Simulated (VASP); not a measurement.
# MgO (Fm-3m) in VASP: elastic constants with r2SCAN

Aim: the elastic constants of MgO with r2SCAN.

Program: VASP 6.6.1. These are calculated values, not measurements. Logs are shortened: lines on timing, memory, paths and dates and some standing lists are left out, and cuts for length are marked.

## (1) The cell of the first run

It takes space group Fm-3m (No. 225, cubic). The conventional cell has a = 4.208 Å, b = 4.208 Å, c = 4.208 Å, α = 90.00°, β = 90.00°, γ = 90.00°. Within 2.8 Å of Mg (site symmetry m-3m) lie 6 O at 2.10 Å. Within 2.8 Å of O (site symmetry m-3m) lie 6 Mg at 2.10 Å.

## (2) Elastic constants, r2SCAN

File INCAR:

```
SYSTEM = MgO
  ALGO = Normal
  EDIFF = 1E-8
  ENCUT = 600
  IBRION = 6
  ISIF = 3
  ISMEAR = 0
  LASPH = .True.
  LCHARG = .False.
  LMIXTAU = .True.
  LREAL = .False.
  LWAVE = .False.
  METAGGA = R2SCAN
  NELM = 100
  NFREE = 2
  NSW = 1
  POTIM = 0.015
  PREC = Accurate
  SIGMA = 0.01
```

File KPOINTS:

```
k-points
0
Gamma
  12 12 12
  0 0 0
```

File POSCAR:

```
MgO
1.0
    0.0000000000      2.1038367547      2.1038367547
    2.1038367547      0.0000000000      2.1038367547
    2.1038367547      2.1038367547      0.0000000000
Mg O
1 1
Direct
    0.0000000000      0.0000000000      0.0000000000
    0.5000000000      0.5000000000      0.5000000000
```

Potentials or basis: VASP PAW PBE potentials, release 64 (Mg, O).

Started as:

```sh
> cat potpaw_PBE.64/Mg/POTCAR potpaw_PBE.64/O/POTCAR > POTCAR
> mpirun -np 1 vasp_std > vasp.out
```

OUTCAR:

```text
SYSTEM = MgO
   EDIFF = 1E-8
   ENCUT = 600
   IBRION = 6
   ISIF = 3
   ISMEAR = 0
   LASPH = .True.
   LREAL = .False.
   METAGGA = R2SCAN
   NELM = 100
   NFREE = 2
   NSW = 1
   POTIM = 0.015
   PREC = Accurate

 ion  position               nearest neighbor table
   1  0.000  0.000  0.000-   2 2.10   2 2.10   2 2.10   2 2.10   2 2.10   2 2.10
   2  0.500  0.500  0.500-   1 2.10   1 2.10   1 2.10   1 2.10   1 2.10   1 2.10

  LATTYP: Found a face centered cubic cell.
 ALAT       =     4.2076735094

  Lattice vectors:

 A1 = (   0.0000000000,   2.1038367547,   2.1038367547)
 A2 = (   2.1038367547,   0.0000000000,   2.1038367547)
 A3 = (   2.1038367547,   2.1038367547,   0.0000000000)

Analysis of symmetry for initial positions (statically):
=====================================================================
 Subroutine PRICEL returns:
 Original cell was already a primitive cell.

 Routine SETGRP: Setting up the symmetry group for a
 face centered cubic supercell.

 Subroutine GETGRP returns: Found 48 space group operations
 (whereof 48 operations were pure point group operations)
 out of a pool of 48 trial point group operations.

The static configuration has the point symmetry O_h .

Analysis of symmetry for dynamics (positions and initial velocities):
=====================================================================
 Subroutine PRICEL returns:
 Original cell was already a primitive cell.

 Routine SETGRP: Setting up the symmetry group for a
 face centered cubic supercell.

 Subroutine GETGRP returns: Found 48 space group operations
 (whereof 48 operations were pure point group operations)
 out of a pool of 48 trial point group operations.

The dynamic configuration has the point symmetry O_h .

 Subroutine INISYM returns: Found 48 space group operations
 (whereof 48 operations are pure point group operations),
 and found     1 'primitive' translations
[... 346 lines left out ...]
      2       2.7963      2.00000
      3       2.7966      2.00000
      4       2.7966      2.00000
      5       8.4351      0.00000
      6      19.6528      0.00000
      7      19.6532      0.00000
      8      19.6532      0.00000
[... 243 lines left out ...]
 k-point    24 :      -0.4167    0.1667    0.0000
  band No.  band energies     occupation
      1     -14.0802      2.00000
      2      -1.4235      2.00000
      3       1.2058      2.00000
      4       1.9906      2.00000
      5      12.8044      0.00000
      6      16.3452      0.00000
      7      18.1733      0.00000
      8      20.9509      0.00000

 [... further k-points ...]
[... 5 lines left out ...]
  --------------------------------------------------------------------------------------
  -------------------------------------------------------------------------------------
  Total       -0.1950812     -0.2046168     -0.2046168      0.0000000     -0.0000000      0.0000000
  in kB      -16.7826284    -17.6029623    -17.6029623      0.0000000     -0.0000000      0.0000000
  external PRESSURE =     -17.3295177 kB  Pullay stress =       0.0000000 kB
[... 17 lines left out ...]
  FREE ENERGIE OF THE ION-ELECTRON SYSTEM (eV)
  ---------------------------------------------------
  free  energy   TOTEN  =       -16.1640482144 eV

  energy  without entropy=      -16.1640482144  energy(sigma->0) =      -16.16404821

 INTERNAL STRAIN TENSORS FROM STRAINED CELLS
 ============================================

 INTERNAL STRAIN TENSOR FOR ION    1 for displacements in x,y,z  (eV/Angst):
          X           Y           Z          XY          YZ          ZX
  --------------------------------------------------------------------------------
  x     0.00000    -0.00000     0.00000     0.00000    -0.00000    -0.00000
  y    -0.00000    -0.00000    -0.00000    -0.00000     0.00000    -0.00000
  z     0.00000     0.00000    -0.00000     0.00000    -0.00000    -0.00000

 INTERNAL STRAIN TENSORS FROM DISPLACED ATOMS
 ============================================

 INTERNAL STRAIN TENSOR FOR ION    1 for displacements in x,y,z  (eV/Angst):
          X           Y           Z          XY          YZ          ZX
  --------------------------------------------------------------------------------
  x     0.00000     0.00000     0.00000     0.00000     0.00000     0.00000
  y     0.00000     0.00000     0.00000     0.00000     0.00000     0.00000
  z     0.00000     0.00000     0.00000     0.00000     0.00000     0.00000

 INTERNAL STRAIN TENSOR FOR ION    2 for displacements in x,y,z  (eV/Angst):
          X           Y           Z          XY          YZ          ZX
  --------------------------------------------------------------------------------
  x     0.00000     0.00000     0.00000     0.00000     0.00000     0.00000
  y     0.00000     0.00000     0.00000     0.00000     0.00000     0.00000
  z     0.00000     0.00000     0.00000     0.00000     0.00000     0.00000

 Eigenvectors and eigenvalues of the dynamical matrix
 ----------------------------------------------------

   1 f  =   11.945846 THz    75.057963 2PiTHz  398.470525 cm-1    49.404026 meV
             X         Y         Z           dx          dy          dz
      0.000000  0.000000  0.000000    -0.625560    0.000000   -0.000000
      2.103837  2.103837  2.103837     0.780176    0.000000   -0.000000
[... 21 lines left out ...]
   6 f/i=    0.069028 THz     0.433713 2PiTHz    2.302513 cm-1     0.285475 meV
             X         Y         Z           dx          dy          dz
      0.000000  0.000000  0.000000     0.000000    0.284309    0.726528
      2.103837  2.103837  2.103837     0.000000    0.227965    0.582544

--------------------------------------------------------------------------------------------------------

 ELASTIC MODULI CONTR FROM IONIC RELAXATION (kBar)
 Direction    XX          YY          ZZ          XY          YZ          ZX
 --------------------------------------------------------------------------------
 XX           0.0000      0.0000      0.0000      0.0000      0.0000      0.0000
 YY           0.0000      0.0000      0.0000      0.0000      0.0000      0.0000
 ZZ           0.0000      0.0000      0.0000      0.0000      0.0000      0.0000
 XY           0.0000      0.0000      0.0000      0.0000      0.0000      0.0000
 YZ           0.0000      0.0000      0.0000      0.0000      0.0000      0.0000
 ZX           0.0000      0.0000      0.0000      0.0000      0.0000      0.0000
 --------------------------------------------------------------------------------

 TOTAL ELASTIC MODULI (kBar)
 Direction    XX          YY          ZZ          XY          YZ          ZX
 --------------------------------------------------------------------------------
 XX        3070.0039    944.4039    944.4039      0.0000     -0.0000     -0.0000
 YY         944.4039   3070.0039    944.4039     -0.0000      0.0000      0.0000
 ZZ         944.4039    944.4039   3070.0039     -0.0000      0.0000      0.0000
 XY           0.0000     -0.0000     -0.0000   1572.3813      0.0000      0.0000
 YZ          -0.0000      0.0000      0.0000      0.0000   1572.3813      0.0000
 ZX          -0.0000      0.0000      0.0000      0.0000      0.0000   1572.3813
 --------------------------------------------------------------------------------
```

OSZICAR:

```text
N       E                     dE             d eps       ncg     rms          rms(c)
DAV:   1     0.131553588114E+02    0.13155E+02   -0.54815E+03  1296   0.104E+03
DAV:   2    -0.193336176504E+02   -0.32489E+02   -0.31527E+02  1408   0.166E+02
[... 275 lines left out ...]
DAV:   9    -0.161640472639E+02    0.25215E-05   -0.11140E-06  2752   0.160E-02    0.689E-04
DAV:  10    -0.161640484397E+02   -0.11758E-05   -0.14341E-07  3104   0.486E-03    0.289E-04
DAV:  11    -0.161640482689E+02    0.17081E-06   -0.41463E-09  2872   0.101E-03    0.394E-05
DAV:  12    -0.161640482186E+02    0.50332E-07   -0.22724E-09  1624   0.740E-04    0.298E-05
DAV:  13    -0.161640482058E+02    0.12819E-07   -0.14461E-10  1512   0.147E-04    0.195E-05
DAV:  14    -0.161640482144E+02   -0.86795E-08   -0.15997E-10  1488   0.162E-04
  17 F= -.16164048E+02 E0= -.16164048E+02  d E =-.203284E-76
```

stdout:

```text
POSCAR found type information on POSCAR MgO
 POSCAR found :  2 types and       2 ions
 scaLAPACK will be used
 -----------------------------------------------------------------------------
|                                                                             |
|                                                                             |
|     You enforced a specific xc type in the INCAR file but a different       |
|     I HOPE YOU KNOW WHAT YOU ARE DOING!                                     |
[... 32 lines left out ...]
 Finite differences progress:
 bond charge predicted
 Finite differences progress:
 bond charge predicted
 Finite differences progress:
 bond charge predicted
 Finite differences progress:
 bond charge predicted
 Finite differences progress:
 bond charge predicted
 Finite differences progress:
 bond charge predicted
 Finite differences progress:
```

It took 78 min on 1 thread of Oxide Virtual Turin-like, shared host; peak memory 0.26 GiB.

What came out:

```
Elastic constants C11, C12, C44                         : 307, 94, 157 GPa
Voigt bulk modulus                                      : 165 GPa
Highest phonon frequency at Γ, LO-TO splitting left out : 398 cm⁻¹
```

Phonon frequencies in cm⁻¹ (negative: imaginary):
| q point | frequencies |
| --- | --- |
| (0.000, 0.000, 0.000) | -2 -2 -2 398 398 398 |

Elastic tensor in Voigt notation (GPa, in the Cartesian axes of the cell as first typed):
```
307  94  94   0   0   0
 94 307  94   0   0   0
 94  94 307   0   0   0
  0   0   0 157   0   0
  0   0   0   0 157   0
  0   0   0   0   0 157
```

Clamped-ion elastic tensor (GPa):
```
307  94  94   0   0   0
 94 307  94   0   0   0
 94  94 307   0   0   0
  0   0   0 157   0   0
  0   0   0   0 157   0
  0   0   0   0   0 157
```

Caveat: the cell is under stress, which shifts elastic constants; the PAW data sets were made with another functional, which shifts forces and pressure a little.
